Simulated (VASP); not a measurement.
Write the native input for VASP 6.6.1 that does the following.

* Task: single point
* Functional: PBE
* Potentials or basis: VASP PAW PBE potentials, release 64 (I, Na_pv)
* Cutoff: 520 eV
* k mesh: 7 × 7 × 7
* Occupations: fermi-dirac, width 0.05 eV
* Spin: no spin polarisation
* Dipole correction: no
* Further INCAR settings: ALGO = Normal; EDIFF = 1e-06; NBANDS = 14

The structure of NaI lies in POSCAR:

```
NaI
1.0
    0.0000000000      3.2364000000      3.2364000000
    3.2364000000      0.0000000000      3.2364000000
    3.2364000000      3.2364000000      0.0000000000
I Na
1 1
Direct
    0.5000000000      0.5000000000      0.5000000000
    0.0000000000      0.0000000000      0.0000000000
```

One way to write it, as run:

INCAR

```
SYSTEM = NaI
PREC = Accurate
ENCUT = 520
EDIFF = 1E-6
ISMEAR = -1
SIGMA = 0.05
LREAL = .FALSE.
LASPH = .TRUE.
NELM = 80
ALGO = Normal
ISIF = 2
LWAVE = .FALSE.
LCHARG = .FALSE.
GGA = PE
NBANDS = 14
```

KPOINTS

```
Automatic mesh
0
G
  7 7 7
  0 0 0
```

Potentials or basis: VASP PAW PBE potentials, release 64 (I, Na_pv).

Launch:

```sh
$ cat potpaw_PBE.64/I/POTCAR potpaw_PBE.64/Na_pv/POTCAR > POTCAR
$ mpirun -np 1 vasp_std > vasp.out
```

It gave:

- Pressure: 0.4 GPa
- Band gap on the k mesh: 3.64 eV, direct

Caveat: spin-orbit coupling is left out, which moves the levels of the heavy elements.

Wall time 12 s on 1 thread of AMD EPYC 9R14 (Zen 4) (shared host), peak memory 0.18 GiB.
